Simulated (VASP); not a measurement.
# SnS4 (I-43m) in VASP: notebook

Runs on SnS4. Level: PBE. Tasks: single point, relaxation of cell and atoms.

Everything below comes from runs of VASP 6.6.1. Logs are shortened: lines on timing, memory, paths and dates and some standing lists are left out, and cuts for length are marked.

### 1 The cell of the first run

The structure is cubic, space group I-43m (No. 217). Conventional cell: a = 6.261 Å, b = 6.261 Å, c = 6.261 Å, α = 90.00°, β = 90.00°, γ = 90.00°. Sn (site symmetry -43m) has 8 S at 2.46 to 2.97 Å within 3.2 Å. S (site symmetry 3m) has 2 Sn at 2.46 to 2.97 Å and 6 S at 3.16 Å within 3.2 Å.

### 2 Single point, PBE

INCAR

```
SYSTEM = SnS4
PREC = Accurate ; ENCUT = 520
EDIFF = 1E-6 ; ISMEAR = 0
SIGMA = 0.1 ; LREAL = .False.
LASPH = .True. ; NELM = 100
ALGO = Normal ; ISIF = 2
LWAVE = .False. ; LCHARG = .False.
GGA = PE ; NBANDS = 27
```

KPOINTS

```
regular mesh
0
Gamma
  4 4 4
  0 0 0
```

POSCAR

```
SnS4
1.0
   -3.1307038015      3.1307038015      3.1307038015
    3.1307038015     -3.1307038015      3.1307038015
    3.1307038015      3.1307038015     -3.1307038015
Sn S
1 4
Direct
    0.0000000000      0.0000000000      0.0000000000
    0.0000000000      0.5471726077      0.0000000000
    0.4528273923      0.4528273923      0.4528273923
    0.0000000000      0.0000000000      0.5471726077
    0.5471726077      0.0000000000      0.0000000000
```

Potentials or basis: VASP PAW PBE potentials, release 64 (Sn_d, S).

The run is started by

```
> cat potpaw_PBE.64/Sn_d/POTCAR potpaw_PBE.64/S/POTCAR > POTCAR
> mpirun -np 1 vasp_std > vasp.out
```

OUTCAR:

```text
SYSTEM = SnS4
   PREC = Accurate
   ENCUT = 520
   EDIFF = 1E-6
   ISMEAR = 0
   LREAL = .False.
   LASPH = .True.
   NELM = 100
   ISIF = 2
   GGA = PE

 ion  position               nearest neighbor table
   1  0.000  0.000  0.000-   2 2.46   3 2.46   4 2.46   5 2.46   2 2.97   4 2.97   5 2.97   3 2.97

   2  0.000  0.547  0.000-   1 2.46   1 2.97
   3  0.453  0.453  0.453-   1 2.46   1 2.97
   4  0.000  0.000  0.547-   1 2.46   1 2.97
   5  0.547  0.000  0.000-   1 2.46   1 2.97

  LATTYP: Found a body centered cubic cell.
 ALAT       =     6.2614076030

  Lattice vectors:

 A1 = (  -3.1307038015,   3.1307038015,   3.1307038015)
 A2 = (   3.1307038015,  -3.1307038015,   3.1307038015)
 A3 = (   3.1307038015,   3.1307038015,  -3.1307038015)

Analysis of symmetry for initial positions (statically):
=====================================================================
 Subroutine PRICEL returns:
 Original cell was already a primitive cell.

 Routine SETGRP: Setting up the symmetry group for a
 body centered cubic supercell.

 Subroutine GETGRP returns: Found 24 space group operations
 (whereof 24 operations were pure point group operations)
 out of a pool of 48 trial point group operations.

The static configuration has the point symmetry T_d .

Analysis of symmetry for dynamics (positions and initial velocities):
=====================================================================
 Subroutine PRICEL returns:
 Original cell was already a primitive cell.

 Routine SETGRP: Setting up the symmetry group for a
 body centered cubic supercell.

 Subroutine GETGRP returns: Found 24 space group operations
 (whereof 24 operations were pure point group operations)
 out of a pool of 48 trial point group operations.

The dynamic configuration has the point symmetry T_d .

 Subroutine INISYM returns: Found 24 space group operations
 (whereof 24 operations are pure point group operations),
 and found     1 'primitive' translations

----------------------------------------------------------------------------------------

                                     Primitive cell

  volume of cell :     122.7399

  direct lattice vectors                    reciprocal lattice vectors
    -3.130703802  3.130703802  3.130703802     0.000000000  0.159708497  0.159708497
     3.130703802 -3.130703802  3.130703802     0.159708497  0.000000000  0.159708497
     3.130703802  3.130703802 -3.130703802     0.159708497  0.159708497  0.000000000

[... 73 lines left out ...]
   LREAL  =      F    real-space projection
   EDIFFG = 0.1E-04   stopping-criterion for IOM
   NSW    =      0    number of steps for IOM
   IBRION =     -1    ionic relax: 0-MD 1-quasi-New 2-CG
   NFREE  =      0    steps in history (QN), initial steepest desc. (CG)
   ISIF   =      2    stress and relaxation
   ISYM   =      2    0-nonsym 1-usesym 2-fastsym
   POTIM  = 0.5000    time-step for ionic-motion
   TEBEG  =    0.0;   TEEND  =   0.0 temperature during run
   PSTRESS=    0.0 pullay stress
   NELECT =      38.0000    total number of electrons
   NUPDOWN=      -1.0000    fix difference up-down
   EMIN   =  10.00;   EMAX   =-10.00  energy-range for DOS
   EFERMI =   0.00;   METHOD = LEGACY
   ISMEAR =     0;   SIGMA  =   0.10  broadening in eV -4-tet -1-fermi 0-gaus
   EFERMI_NEDOS =   21; number of points for ismear=-14 and -15
   IALGO  =     38    algorithm
   IMIX   =      4    mixing-type and parameters
     AMIX     =   0.40;   BMIX     =  1.00
     AMIX_MAG =   1.60;   BMIX_MAG =  1.00
  volume/ion in A,a.u.               =      24.55       165.66
  Fermi-wavevector in a.u.,A,eV,Ry     =   1.107492  2.092857 16.688079  1.226539
  Thomas-Fermi vector in A             =   2.244007
   LORBIT       =      0    0 simple, 1 ext, 2 COOP (PROOUT), +10 PAW based schemes
   GGA     = PE    functional components
   LHFCALC =     F    Hartree Fock is set to
   AEXX    =    0.0000 exact exchange contribution
   IVDW    =     0    specifies the selected vdW correction
   LEPSILON=     F    determine dielectric tensor
   LRPA    =     F    only Hartree local field effects (RPA)
 non-spin polarized calculation
 Gauss-broadening in eV      SIGMA  =   0.10
  energy-cutoff  :      520.00
  volume of cell :      122.74
 maximum number of plane-waves:      3352
   NGX = 21   NGY = 21   NGZ = 21

 number of electron      37.9999991 magnetization

 Free energy of the ion-electron system (eV)
  ---------------------------------------------------
  ext. energy  EPLUGINS =         0.00000000
  ---------------------------------------------------
  free energy    TOTEN  =       -17.16242661 eV

  energy without entropy =      -17.14989356  energy(sigma->0) =      -17.15616008

 E-fermi :   3.4206     XC(G=0):  -9.0828

 val. band max:        3.1985770632   @ k =   0.2500   0.2500   0.0000
 cond. band min:       3.4275020927   @ k =   0.5000   0.5000   0.2500
 fundamental gap:      0.2289250296
 Fermi energy:         3.4206067257

 k-point     1 :       0.0000    0.0000    0.0000
  band No.  band energies     occupation
      1     -17.9971      2.00000
      2     -17.9971      2.00000
      3     -17.9971      2.00000
      4     -17.9031      2.00000
      5     -17.9031      2.00000
      6     -10.5056      2.00000
[... 229 lines left out ...]
     26      12.3305      0.00000
     27      12.3464      0.00000

------------------------ aborting loop because EDIFF is reached ----------------------------------------

  FORCE on cell =-STRESS in cart. coord.  units (eV):
  Direction    XX          YY          ZZ          XY          YZ          ZX
  --------------------------------------------------------------------------------------
  -------------------------------------------------------------------------------------
  Total       -0.1308149     -0.1308149     -0.1308149      0.0000000      0.0000000     -0.0000000
  in kB       -1.7075826     -1.7075826     -1.7075826      0.0000000      0.0000000     -0.0000000
  external PRESSURE =      -1.7075826 kB  Pullay stress =       0.0000000 kB

 VOLUME and BASIS-vectors are now :
 -----------------------------------------------------------------------------
  energy-cutoff  :      520.00
  volume of cell :      122.74
      direct lattice vectors                 reciprocal lattice vectors
    -3.130703802  3.130703802  3.130703802     0.000000000  0.159708497  0.159708497
     3.130703802 -3.130703802  3.130703802     0.159708497  0.000000000  0.159708497
     3.130703802  3.130703802 -3.130703802     0.159708497  0.159708497  0.000000000

 POSITION                                       TOTAL-FORCE (eV/Angst)
 -----------------------------------------------------------------------------------
      0.00000      0.00000      0.00000        -0.000000      0.000000      0.000000
      1.71304     -1.71304      1.71304         0.015520     -0.015520      0.015520
      1.41767      1.41767      1.41767        -0.015520     -0.015520     -0.015520
      1.71304      1.71304     -1.71304         0.015520      0.015520     -0.015520
     -1.71304      1.71304      1.71304        -0.015520      0.015520      0.015520
 -----------------------------------------------------------------------------------
    total drift:                                0.000008      0.000008      0.000012

  FREE ENERGIE OF THE ION-ELECTRON SYSTEM (eV)
  ---------------------------------------------------
  free  energy   TOTEN  =       -17.1624266081 eV

  energy  without entropy=      -17.1498935562  energy(sigma->0) =      -17.15616008
```

It took 22 s on 1 thread of Intel Xeon Platinum 8559C (Emerald Rapids), shared host; peak memory 0.23 GiB.

Results:

```
Free energy            : -17.1624 eV
Pressure               : -0.2 GPa
Largest force          : 0.027 eV/Å
Band gap on the k mesh : zero (band 19 reaches 4.35 eV, above the bottom of band 20 at 2.22 eV)
```

Forces in eV/Å, atoms in the order of the input:
```
Sn   0.000  0.000  0.000
S    0.016 -0.016  0.016
S   -0.016 -0.016 -0.016
S    0.016  0.016 -0.016
S   -0.016  0.016  0.016
```

Caveat: spin-orbit coupling is left out, which moves the levels of the heavy elements.

### 3 Relaxation of cell and atoms, PBE

This run uses another cell than the first one, of 27.98 Å³/atom, 1.140 times its volume.

INCAR

```
PREC = Accurate ; ENCUT = 600
EDIFF = 1E-7 ; ISMEAR = 0
SIGMA = 0.1 ; LREAL = F
LASPH = T ; NELM = 100
ALGO = Normal ; ISIF = 3
LWAVE = F ; LCHARG = F
GGA = PE ; IBRION = 2
NSW = 90 ; EDIFFG = -0.04
```

KPOINTS

```
regular mesh
0
Gamma
  4 4 4
```

POSCAR

```
SnS4
1.0
   -3.2704712000      3.2704712000      3.2704712000
    3.2704712000     -3.2704712000      3.2704712000
    3.2704712000      3.2704712000     -3.2704712000
Sn S
1 4
Direct
    0.0000000000      0.0000000000      0.0000000000
    0.0000000000      0.6305807800      0.0000000000
    0.3694192200      0.3694192200      0.3694192200
    0.0000000000      0.0000000000      0.6305807800
    0.6305807800      0.0000000000      0.0000000000
```

Potentials or basis: VASP PAW PBE potentials, release 64 (Sn_d, S).

The run is started by

```
> cat potpaw_PBE.64/Sn_d/POTCAR potpaw_PBE.64/S/POTCAR > POTCAR
> mpirun -np 1 vasp_std > vasp.out
```

Wall time 6.4 min (1 thread of Intel Xeon Platinum 8559C (Emerald Rapids), shared host); peak memory 0.35 GiB.

The run converged. Its results:

```yaml
Free_energy: -17.1635 eV
Relaxed_volume: 24.54 Å³/atom
Relaxed_cell: a = 5.422 Å, b = 5.422 Å, c = 5.422 Å, α = 109.47°, β = 109.47°, γ = 109.47°
Space_group_after_relaxing_to_0.05_Å: I-43m (No. 217)
Energy_gained_by_relaxing: 900.7 meV/atom
Ionic_steps: 17
Pressure_after_relaxing: 0.0 GPa
Largest_force_after_relaxing: 0.027 eV/Å
Band_gap_on_the_k_mesh: zero (band 19 reaches 4.35 eV, above the bottom of band 20 at 2.22 eV)
```

Forces in eV/Å, atoms in the order of the input:
```
Sn   0.000  0.000  0.000
S   -0.016  0.016 -0.016
S    0.016  0.016  0.016
S   -0.016 -0.016  0.016
S    0.016 -0.016 -0.016
```

The path:
```tsv
step	energy change (eV)	largest force (eV/Å)	pressure (GPa)	volume (Å³)
1	0.0000	7.3843	20.77	139.92
2	-0.6550	1.3253	-7.04	226.99
3	-3.4611	0.1559	-3.23	173.49
4	-3.4968	0.3918	-2.50	170.82
5	-3.5079	0.6653	-1.64	168.06
6	-3.5079	0.6032	-1.84	168.66
7	-3.6615	0.6747	-1.70	161.80
8	-4.0901	0.8730	-0.51	142.34
9	-4.1047	0.9315	9.69	108.23
10	-4.2900	1.1063	2.53	126.34
11	-4.2985	1.1047	4.98	118.17
12	-4.3530	0.8631	4.66	117.08
13	-4.4041	0.2092	4.25	113.84
14	-4.4068	0.3134	4.27	114.39
15	-4.4500	0.2390	3.08	116.42
16	-4.5032	0.0457	0.29	122.11
17	-4.5036	0.0270	0.05	122.69
```

Final structure:
```
Sn S
1.0
    -3.13030    3.13030    3.13030
     3.13030   -3.13030    3.13030
     3.13030    3.13030   -3.13030
Sn S
1 4
Direct
  0.00000 0.00000 0.00000
  0.00000 0.54819 0.00000
  0.45181 0.45181 0.45181
  0.00000 0.00000 0.54819
  0.54819 0.00000 0.00000
```

Levels at points of the mesh, in eV from the Fermi level:
| k point | band 15 | band 16 | band 17 | band 18 | band 19 | band 20 | band 21 | band 22 |
| --- | --- | --- | --- | --- | --- | --- | --- | --- |
| (0.00, 0.00, 0.00) | -2.79 | -2.79 | 0.08 | 0.08 | 0.08 | 1.04 | 1.04 | 1.57 |
| (0.50, 0.00, 0.00) | -2.12 | -1.67 | -1.53 | -0.85 | -0.68 | 0.19 | 0.33 | 2.24 |
| (0.50, 0.50, 0.50) | -2.48 | -0.44 | -0.44 | -0.44 | 0.93 | 0.93 | 0.93 | 3.58 |

Caveat: spin-orbit coupling is left out, which moves the levels of the heavy elements.
